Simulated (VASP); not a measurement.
Set up this calculation in VASP 6.6.1, as the native input.

```yaml
Task: electric field gradients
Functional: PBEsol
Potentials_or_basis: VASP PAW PBE potentials, release 64 (Ag, Cl)
Cutoff: 520 eV
k_mesh: 9 × 9 × 9
Occupations: fermi-dirac, width 0.01 eV
Spin: no spin polarisation
Dipole_correction: no
Further_INCAR_settings: ALGO = Normal; EDIFF = 1e-08; NBANDS = 16
```

The structure of AgCl lies in POSCAR:

```
AgCl
1.0
   -0.0554630000      2.7454185000      2.7454185000
    2.7454185000     -0.0554630000      2.7454185000
    2.7454185000      2.7454185000     -0.0554630000
Ag Cl
1 1
Direct
    0.5000000000      0.5000000000      0.5000000000
    0.0000000000      0.0000000000      0.0000000000
```

This cell differs from its parent crystal: equal xy, yz and zx shear strains of -2 %.

One way to write it, as run:

INCAR

```
SYSTEM = AgCl
PREC = Accurate
ENCUT = 520
EDIFF = 1E-8
ISMEAR = -1
SIGMA = 0.01
LREAL = .FALSE.
LASPH = .TRUE.
NELM = 100
ALGO = Normal
ISIF = 2
LWAVE = .FALSE.
LCHARG = .FALSE.
GGA = PS
LEFG = .TRUE.
NBANDS = 16
```

KPOINTS

```
regular mesh
0
G
  9 9 9
  0 0 0
```

Potentials or basis: VASP PAW PBE potentials, release 64 (Ag, Cl).

Launch:

```sh
$ cat potpaw_PBE.64/Ag/POTCAR potpaw_PBE.64/Cl/POTCAR > POTCAR
$ mpirun -np 1 vasp_std > vasp.out
```

Results of the run:

```json
{
 "Pressure": "-2.7 GPa",
 "Band gap on the k mesh": "0.75 eV, indirect (least direct gap 2.96 eV)"
}
```

Caveat: the cell differs from its parent crystal (equal xy, yz and zx shear strains of -2 %); without QUAD_EFG the Cq values of the log hold for a quadrupole moment of 1 mb, not for the nuclei; the PAW data sets were made with another functional, which shifts forces and pressure a little.

Run time: 56 s on 1 thread of Intel(R) Xeon(R) Platinum 8488C (Sapphire Rapids), with other jobs on the host, peak memory 0.2 GiB.
